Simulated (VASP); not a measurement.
# MoS2 (P-3m1) in VASP: notebook

The runs below take MoS2 through single point, with LDA, revPBE+D3(BJ).

All numbers are computed with VASP 6.6.1; they aren't measurements. Logs are shortened: lines on timing, memory, paths and dates and some standing lists are left out, and cuts for length are marked.

## 1. The cell of the first run

The structure is trigonal, space group P-3m1 (No. 164). Conventional cell: a = 3.145 Å, b = 3.145 Å, c = 5.764 Å, α = 90.00°, β = 90.00°, γ = 120.00°. Mo (site symmetry -3m) has 6 S at 2.40 Å and 6 Mo at 3.14 Å within 3.2 Å. S (site symmetry 3m) has 3 Mo at 2.40 Å and 9 S at 3.14 to 3.20 Å within 3.3 Å.

## 2. Single point, LDA

Input file INCAR:

```
SYSTEM = MoS2
  ALGO = Normal
  EDIFF = 1E-6
  ENCUT = 520
  GGA = CA
  ISIF = 2
  ISMEAR = -1
  LASPH = .True.
  LCHARG = .False.
  LREAL = .False.
  LWAVE = .False.
  NBANDS = 20
  NELM = 60
  PREC = Accurate
  SIGMA = 0.05
```

Input file KPOINTS:

```
k-points
0
Gamma
  9 9 4
  0 0 0
```

Input file POSCAR:

```
MoS2
1.0
    3.1448660805      0.0000000000      0.0000000000
   -1.5724330402      2.7235339172      0.0000000000
    0.0000000000      0.0000000000      5.7644391774
Mo S
1 2
Direct
    0.0000000000      0.0000000000      0.5000000000
    0.6666666667      0.3333333333      0.7713768522
    0.3333333333      0.6666666667      0.2286231478
```

Potentials or basis: VASP PAW LDA potentials, release 64 (Mo_sv, S).

The run is started by

```sh
$ cat potpaw_LDA.64/Mo_sv/POTCAR potpaw_LDA.64/S/POTCAR > POTCAR
$ mpirun -np 1 vasp_std > vasp.out
```

OUTCAR:

```text
SYSTEM = MoS2
   EDIFF = 1E-6
   ENCUT = 520
   GGA = CA
   ISIF = 2
   ISMEAR = -1
   LASPH = .True.
   LREAL = .False.
   NELM = 60
   PREC = Accurate

 ion  position               nearest neighbor table
   1  0.000  0.000  0.500-   2 2.40   3 2.40   3 2.40   2 2.40   2 2.40   3 2.40
   2  0.667  0.333  0.771-   1 2.40   1 2.40   1 2.40
   3  0.333  0.667  0.229-   1 2.40   1 2.40   1 2.40

  LATTYP: Found a hexagonal cell.
 ALAT       =     3.1448660805
 C/A-ratio  =     1.8329680914

  Lattice vectors:

 A1 = (   3.1448660805,   0.0000000000,   0.0000000000)
 A2 = (  -1.5724330402,   2.7235339172,   0.0000000000)
 A3 = (   0.0000000000,   0.0000000000,   5.7644391774)

Analysis of symmetry for initial positions (statically):
=====================================================================
 Subroutine PRICEL returns:
 Original cell was already a primitive cell.

 Routine SETGRP: Setting up the symmetry group for a
 hexagonal supercell.

 Subroutine GETGRP returns: Found 12 space group operations
 (whereof 12 operations were pure point group operations)
 out of a pool of 24 trial point group operations.

The static configuration has the point symmetry D_3d.

Analysis of symmetry for dynamics (positions and initial velocities):
=====================================================================
 Subroutine PRICEL returns:
 Original cell was already a primitive cell.

 Routine SETGRP: Setting up the symmetry group for a
 hexagonal supercell.

 Subroutine GETGRP returns: Found 12 space group operations
 (whereof 12 operations were pure point group operations)
 out of a pool of 24 trial point group operations.

The dynamic configuration has the point symmetry D_3d.

 Subroutine INISYM returns: Found 12 space group operations
 (whereof 12 operations are pure point group operations),
 and found     1 'primitive' translations

----------------------------------------------------------------------------------------

                                     Primitive cell

  volume of cell :      49.3733

  direct lattice vectors                    reciprocal lattice vectors
     3.144866080  0.000000000  0.000000000     0.317978564  0.183585009  0.000000000
    -1.572433040  2.723533917  0.000000000     0.000000000  0.367170019  0.000000000
     0.000000000  0.000000000  5.764439177     0.000000000  0.000000000  0.173477414

  length of vectors
     3.144866080  3.144866080  5.764439177     0.367170019  0.367170019  0.173477414

  position of ions in fractional coordinates (direct lattice)
     0.000000000  0.000000000  0.500000000
     0.666666667  0.333333333  0.771376852
     0.333333333  0.666666667  0.228623148

  ion indices of the primitive-cell ions
   primitive index   ion index
                 1           1
                 2           2
                 3           3

----------------------------------------------------------------------------------------

 KPOINTS: k-points

Automatic generation of k-mesh.
 Grid dimensions read from file:
 generate k-points for:    9    9    4

 Generating k-lattice:

  Cartesian coordinates                     Fractional coordinates (reciprocal lattice)
     0.035330952  0.020398334  0.000000000     0.111111111  0.000000000  0.000000000
     0.000000000  0.040796669  0.000000000     0.000000000  0.111111111  0.000000000
     0.000000000  0.000000000  0.043369353     0.000000000  0.000000000  0.250000000

  Length of vectors
     0.040796669  0.040796669  0.043369353

  Shift w.r.t. Gamma in fractional coordinates (k-lattice)
     0.000000000  0.000000000  0.000000000

 Subroutine IBZKPT returns following result:
 ===========================================

 Found     43 irreducible k-points:

 Following reciprocal coordinates:
            Coordinates               Weight
  0.000000  0.000000  0.000000      1.000000
  0.111111  0.000000  0.000000      6.000000
  0.222222  0.000000  0.000000      6.000000
  0.333333  0.000000  0.000000      6.000000
  0.444444  0.000000  0.000000      6.000000
  0.111111  0.111111  0.000000      6.000000
[... 16 lines left out ...]
  0.222222  0.111111  0.250000     12.000000
 -0.111111  0.333333  0.250000     12.000000
 [... further k-points ...]
   k-points           NKPTS =     43   k-points in BZ     NKDIM =     43   number of bands    NBANDS=     20
   number of dos      NEDOS =    301   number of ions     NIONS =      3
   total plane-waves  NPLWV =  27648
   dimension x,y,z NGX =    24 NGY =   24 NGZ =   48
   dimension x,y,z NGXF=    48 NGYF=   48 NGZF=   96
   ions per type =               1   2
   NGX,Y,Z   is equivalent  to a cutoff of  12.69, 12.69, 13.84 a.u.
   NGXF,Y,Z  is equivalent  to a cutoff of  25.37, 25.37, 27.69 a.u.
 SYSTEM =  MoS2
   PREC   = accura    normal or accurate (medium, high low for compatibility)
   ISTART =      0    job   : 0-new  1-cont  2-samecut
   ICHARG =      2    charge: 1-file 2-atom 10-const
   ISPIN  =      1    spin polarized calculation?
   LNONCOLLINEAR =      F non collinear calculations
   LSORBIT =      F    spin-orbit coupling
   LASPH  =      T    aspherical Exc in radial PAW
   ENCUT  =  520.0 eV  38.22 Ry    6.18 a.u.   5.85  5.85 10.72*2*pi/ulx,y,z
   NELM   =     60;   NELMIN=  2; NELMDL= -5     # of ELM steps
   EDIFF  = 0.1E-05   stopping-criterion for ELM
   LREAL  =      F    real-space projection
   EDIFFG = 0.1E-04   stopping-criterion for IOM
   NSW    =      0    number of steps for IOM
   IBRION =     -1    ionic relax: 0-MD 1-quasi-New 2-CG
   NFREE  =      0    steps in history (QN), initial steepest desc. (CG)
   ISIF   =      2    stress and relaxation
   ISYM   =      2    0-nonsym 1-usesym 2-fastsym
   POTIM  = 0.5000    time-step for ionic-motion
   TEBEG  =    0.0;   TEEND  =   0.0 temperature during run
   PSTRESS=    0.0 pullay stress
   NELECT =      26.0000    total number of electrons
   NUPDOWN=      -1.0000    fix difference up-down
   EMIN   =  10.00;   EMAX   =-10.00  energy-range for DOS
   EFERMI =   0.00;   METHOD = LEGACY
   ISMEAR =    -1;   SIGMA  =   0.05  broadening in eV -4-tet -1-fermi 0-gaus
   EFERMI_NEDOS =   21; number of points for ismear=-14 and -15
   IALGO  =     38    algorithm
   IMIX   =      4    mixing-type and parameters
     AMIX     =   0.40;   BMIX     =  1.00
     AMIX_MAG =   1.60;   BMIX_MAG =  1.00
  volume/ion in A,a.u.               =      16.46       111.06
  Fermi-wavevector in a.u.,A,eV,Ry     =   1.322012  2.498240 23.779103  1.747715
  Thomas-Fermi vector in A             =   2.451724
   LORBIT       =      0    0 simple, 1 ext, 2 COOP (PROOUT), +10 PAW based schemes
   GGA     = CA    functional components
   LHFCALC =     F    Hartree Fock is set to
   AEXX    =    0.0000 exact exchange contribution
   IVDW    =     0    specifies the selected vdW correction
   LEPSILON=     F    determine dielectric tensor
   LRPA    =     F    only Hartree local field effects (RPA)
 non-spin polarized calculation
  energy-cutoff  :      520.00
  volume of cell :       49.37
 maximum number of plane-waves:      1354
   NGX = 11   NGY = 11   NGZ = 21

 number of electron      26.0000000 magnetization

 Free energy of the ion-electron system (eV)
  ---------------------------------------------------
  ext. energy  EPLUGINS =         0.00000000
  ---------------------------------------------------
  free energy    TOTEN  =       -23.66937425 eV

  energy without entropy =      -23.66064035  energy(sigma->0) =      -23.66500730

 E-fermi :   8.6858     XC(G=0): -11.6233

 val. band max:        8.6787089217   @ k =   0.1111   0.0000   0.0000
 cond. band min:       8.7131549818   @ k =  -0.1111   0.3333   0.2500
 fundamental gap:      0.0344460601
 Fermi energy:         8.6857903228

 k-point     1 :       0.0000    0.0000    0.0000
  band No.  band energies     occupation
      1     -52.7026      2.00000
      2     -27.0060      2.00000
      3     -26.8512      2.00000
      4     -26.8512      2.00000
      5      -6.6876      2.00000
      6      -4.6855      2.00000
[... 12 lines left out ...]
     19      15.6722      0.00000
     20      18.1475      0.00000

 k-point     2 :       0.1111    0.0000    0.0000
  band No.  band energies     occupation
      1     -52.6972      2.00000
      2     -26.9958      2.00000
      3     -26.9030      2.00000
      4     -26.8630      2.00000
      5      -6.4823      2.00000
      6      -4.6483      2.00000
[... 12 lines left out ...]
     19      16.3544      0.00000
     20      17.7365      0.00000

 k-point     3 :       0.2222    0.0000    0.0000
  band No.  band energies     occupation
      1     -52.6837      2.00000
      2     -27.0325      2.00000
      3     -26.9695      2.00000
      4     -26.8926      2.00000
      5      -5.9136      2.00000
      6      -4.5495      2.00000
[... 12 lines left out ...]
     19      16.7837      0.00000
     20      17.9476      0.00000

 k-point     4 :       0.3333    0.0000    0.0000
  band No.  band energies     occupation
      1     -52.6683      2.00000
      2     -27.1764      2.00000
      3     -26.9397      2.00000
      4     -26.9261      2.00000
      5      -5.1566      2.00000
      6      -4.4008      2.00000
[... 12 lines left out ...]
     19      15.7847      0.00000
     20      17.0763      0.00000

 k-point     5 :       0.4444    0.0000    0.0000
  band No.  band energies     occupation
      1     -52.6582      2.00000
      2     -27.2687      2.00000
      3     -26.9478      2.00000
      4     -26.9202      2.00000
      5      -4.6776      2.00000
      6      -4.1232      2.00000
[... 12 lines left out ...]
     19      15.9659      0.00000
     20      16.7441      0.00000

 k-point     6 :       0.1111    0.1111    0.0000
  band No.  band energies     occupation
      1     -52.6878      2.00000
      2     -26.9888      2.00000
      3     -26.9777      2.00000
      4     -26.8883      2.00000
      5      -6.0939      2.00000
      6      -4.5804      2.00000
[... 12 lines left out ...]
     19      17.0174      0.00000
     20      17.4506      0.00000

 k-point     7 :       0.2222    0.1111    0.0000
  band No.  band energies     occupation
      1     -52.6733      2.00000
      2     -27.1145      2.00000
      3     -26.9504      2.00000
      4     -26.9301      2.00000
      5      -5.4135      2.00000
      6      -4.4634      2.00000
[... 12 lines left out ...]
     19      16.7133      0.00000
     20      17.4647      0.00000
[... 277 lines left out ...]
 k-point    20 :       0.4444    0.0000    0.2500
  band No.  band energies     occupation
      1     -52.6582      2.00000
      2     -27.2687      2.00000
      3     -26.9478      2.00000
      4     -26.9202      2.00000
      5      -4.8529      2.00000
      6      -3.8673      2.00000
[... 12 lines left out ...]
     19      14.8638      0.00000
     20      17.2205      0.00000

 k-point    21 :       0.0000    0.4444    0.2500
  band No.  band energies     occupation
      1     -52.6582      2.00000
      2     -27.2687      2.00000
      3     -26.9478      2.00000
      4     -26.9202      2.00000
      5      -4.7026      2.00000
      6      -4.0957      2.00000
[... 12 lines left out ...]
     19      15.3313      0.00000
     20      16.2632      0.00000

 k-point    22 :       0.1111    0.1111    0.2500
  band No.  band energies     occupation
      1     -52.6878      2.00000
      2     -26.9888      2.00000
      3     -26.9778      2.00000
      4     -26.8883      2.00000
      5      -5.9140      2.00000
      6      -4.8553      2.00000
[... 12 lines left out ...]
     19      16.8786      0.00000
     20      17.5324      0.00000

 k-point    23 :       0.2222    0.1111    0.2500
  band No.  band energies     occupation
      1     -52.6733      2.00000
      2     -27.1145      2.00000
      3     -26.9505      2.00000
      4     -26.9301      2.00000
      5      -5.3513      2.00000
      6      -4.5280      2.00000
[... 12 lines left out ...]
     19      16.1772      0.00000
     20      18.5460      0.00000

 k-point    24 :      -0.1111    0.3333    0.2500
  band No.  band energies     occupation
      1     -52.6733      2.00000
      2     -27.1145      2.00000
      3     -26.9505      2.00000
      4     -26.9301      2.00000
      5      -5.2351      2.00000
      6      -4.6899      2.00000
[... 12 lines left out ...]
     19      17.0496      0.00000
     20      17.6403      0.00000

 [... further k-points ...]

------------------------ aborting loop because EDIFF is reached ----------------------------------------

  FORCE on cell =-STRESS in cart. coord.  units (eV):
  Direction    XX          YY          ZZ          XY          YZ          ZX
  --------------------------------------------------------------------------------------
  -------------------------------------------------------------------------------------
  Total        0.0420542      0.0420542      0.0552995      0.0000000      0.0000000     -0.0000000
  in kB        1.3646702      1.3646702      1.7944857      0.0000000      0.0000000     -0.0000000
  external PRESSURE =       1.5079421 kB  Pullay stress =       0.0000000 kB

 VOLUME and BASIS-vectors are now :
 -----------------------------------------------------------------------------
  energy-cutoff  :      520.00
  volume of cell :       49.37
      direct lattice vectors                 reciprocal lattice vectors
     3.144866080  0.000000000  0.000000000     0.317978564  0.183585009  0.000000000
    -1.572433040  2.723533917  0.000000000     0.000000000  0.367170019  0.000000000
     0.000000000  0.000000000  5.764439177     0.000000000  0.000000000  0.173477414

 POSITION                                       TOTAL-FORCE (eV/Angst)
 -----------------------------------------------------------------------------------
      0.00000      0.00000      2.88222         0.000000      0.000000      0.000000
      1.57243      0.90784      4.44655         0.000000     -0.000000      0.018961
     -0.00000      1.81569      1.31788        -0.000000      0.000000     -0.018961
 -----------------------------------------------------------------------------------
    total drift:                                0.000000      0.000000      0.000000

  FREE ENERGIE OF THE ION-ELECTRON SYSTEM (eV)
  ---------------------------------------------------
  free  energy   TOTEN  =       -23.6693742504 eV

  energy  without entropy=      -23.6606403501  energy(sigma->0) =      -23.66500730
```

Wall time 40 s (1 thread of Intel Xeon 8259CL, shared host); peak memory 0.17 GiB.

Results:

| Property | Result |
| --- | --- |
| Free energy | -23.6694 eV |
| Pressure | 0.2 GPa |
| Largest force | 0.019 eV/Å |
| Band gap on the k mesh | zero (bands 13 and 14 overlap by 1.17 eV) |

Forces on the atoms (eV/Å):
```
Mo   0.000  0.000  0.000
S    0.000  0.000  0.019
S    0.000  0.000 -0.019
```

## 3. Single point, revPBE+D3(BJ)

This run uses another cell than the first one, of 17.84 Å³/atom.

Input file INCAR:

```
ALGO = Normal
EDIFF = 1E-6
ENCUT = 520
GGA = RE
ISIF = 2
ISMEAR = -1
IVDW = 12
LASPH = T
LCHARG = F
LREAL = F
LWAVE = F
NBANDS = 20
NELM = 80
PREC = Accurate
SIGMA = 0.05
```

Input file KPOINTS:

```
k-points
0
Gamma
  9 9 4
```

Input file POSCAR:

```
MoS2
1.0
    3.1615794509      0.0000000000      0.0000000000
   -1.5807897255      2.7380081205      0.0000000000
    0.0000000000      0.0000000000      6.1836112739
Mo S
1 2
Direct
    0.0000000000      0.0000000000      0.5000000000
    0.6666666667      0.3333333333      0.7446806800
    0.3333333333      0.6666666667      0.2553193200
```

Potentials or basis: VASP PAW PBE potentials, release 64 (Mo_sv, S).

The run is started by

```sh
$ cat potpaw_PBE.64/Mo_sv/POTCAR potpaw_PBE.64/S/POTCAR > POTCAR
$ mpirun -np 1 vasp_std > vasp.out
```

Run time: 52 s. Hardware: 1 thread of Intel Xeon 8259CL, shared host; peak memory 0.2 GiB.

It converged, with:

```
Free energy                : -22.2699 eV
Pressure                   : 4.6 GPa
Largest force              : 1.389 eV/Å
Band gap on the k mesh     : zero (bands 13 and 14 overlap by 1.05 eV)
Dispersion energy per atom : -0.830 eV
```

Forces on the atoms (eV/Å):
```
Mo   0.000  0.000  0.000
S    0.000  0.000  1.389
S    0.000  0.000 -1.389
```

Stress tensor (GPa, compression positive):
```
3.27 0.00 0.00
0.00 3.27 0.00
0.00 0.00 7.38
```

Levels at points of the mesh, in eV from the Fermi level:
```csv
k point,band 9,band 10,band 11,band 12,band 13,band 14,band 15,band 16,band 17,band 18
"(0.00, 0.00, 0.00)",-4.32,-1.94,-1.19,-1.06,-1.06,-0.29,-0.29,3.44,3.44,6.11
"(0.00, 0.00, 0.50)",-4.31,-3.79,-1.06,-1.06,-0.37,-0.37,-0.05,3.62,3.62,5.96
```

Caveat: the cell stands under pressure; the PAW data sets were made with another functional, which shifts forces and pressure a little.

The gap in the log of VASP goes by the Fermi energy; the results here count the filled bands.